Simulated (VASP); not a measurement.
Write the native input for VASP 6.6.1 that does the following.

| Property | Result |
| --- | --- |
| Task | relaxation of cell and atoms |
| Functional | PBEsol |
| Potentials or basis | VASP PAW PBE potentials, release 64 (Pt) |
| Cutoff | 600 eV |
| k mesh | 11 × 11 × 6 |
| Occupations | gaussian, width 0.1 eV |
| Spin | no spin polarisation |
| Dipole correction | no |
| Further INCAR settings | ALGO = Normal; EDIFF = 1e-06; IBRION = 2; EDIFFG = -0.02; NSW = 80; ISIF = 3 |

The structure of Pt lies in POSCAR:

```
Pt
1.0
    2.7606700000      0.0000000000      0.0000000000
   -1.3803300000      2.3908100000      0.0000000000
    0.0000000000      0.0000000000      4.7921300000
Pt
2
Direct
    0.6666666667      0.3333333333      0.7500000000
    0.3333333333      0.6666666667      0.2500000000
```

One way to write it, as run:

INCAR

```
SYSTEM = Pt
  ALGO = Normal
  EDIFF = 1E-6
  EDIFFG = -0.02
  ENCUT = 600
  GGA = PS
  IBRION = 2
  ISIF = 3
  ISMEAR = 0
  LASPH = .True.
  LCHARG = .False.
  LREAL = .False.
  LWAVE = .False.
  NELM = 100
  NSW = 80
  PREC = Accurate
  SIGMA = 0.1
```

KPOINTS

```
k-points
0
Gamma
  11 11 6
  0 0 0
```

Potentials or basis: VASP PAW PBE potentials, release 64 (Pt).

Launch:

```bash
$ cat potpaw_PBE.64/Pt/POTCAR > POTCAR
$ mpirun -np 1 vasp_std > vasp.out
```

Results of the run:

```yaml
Relaxed_volume: 15.12 Å³/atom
Relaxed_cell: a = 2.731 Å, b = 2.731 Å, c = 4.683 Å, α = 90.00°, β = 90.00°, γ = 120.00°
Space_group_after_relaxing_to_0.05_Å: P6_3/mmc (No. 194)
Energy_gained_by_relaxing: 25.4 meV/atom
Ionic_steps: 9
Pressure_after_relaxing: 0.0 GPa
Band_gap_on_the_k_mesh: zero (band 10 reaches 11.42 eV, above the bottom of band 11 at 10.16 eV)
```

Caveat: the PAW data sets were made with another functional, which shifts forces and pressure a little; spin-orbit coupling is left out, which moves the levels of the heavy elements.

Wall time 86 s on 1 thread of AMD EPYC 9R45 96-Core Processor (Zen 5) (shared host), peak memory 0.15 GiB.
